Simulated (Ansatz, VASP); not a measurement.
**CdSe in VASP and in Ansatz**

```xyz
2
Lattice="0.0000 2.8336 3.0060 2.8336 0.0000 3.0060 2.8336 2.8336 0.0000" Properties=species:S:1:pos:R:3 pbc="T T T"
Cd    0.0000    0.0000   -0.2615
Se    2.8336    2.8336    3.2675
```

Alike in both runs: task single point; functional PBEsol; k mesh 12 × 12 × 12; occupations gaussian, width 0.1 eV; no spin polarisation.

|  | VASP | Ansatz |
| --- | --- | --- |
| version | VASP 6.6.1 | Ansatz 0.2.0 |
| potentials or method | VASP PAW PBE potentials, release 64 (Cd, Se), cutoff 500 eV | scalar-relativistic, plane waves, PAW |
| valence electrons in the cell | 18 | 36 |

|  | VASP | Ansatz | Ansatz less VASP |
| --- | --- | --- | --- |
| gap on the k mesh at the Fermi level (eV) | none | none | - |
| pressure (GPa) | 0.1 | -0.3 | -0.42 |
| traceless stress, the component that is largest in VASP (GPa) | 8.00 | 7.78 | -0.219 |
| rms of the force components (eV/Å) | 0.597 | 0.568 | -0.0288 |

VASP's potentials were made for PBE, not for PBEsol. Atom by atom the forces differ by 0.029 eV/Å (rms over components). A gap of «none» marks a metal or a gap that the smearing closes. VASP's potentials hold 18 valence electrons a cell and Ansatz's 36, so a difference there can come from the potentials and not from the codes.
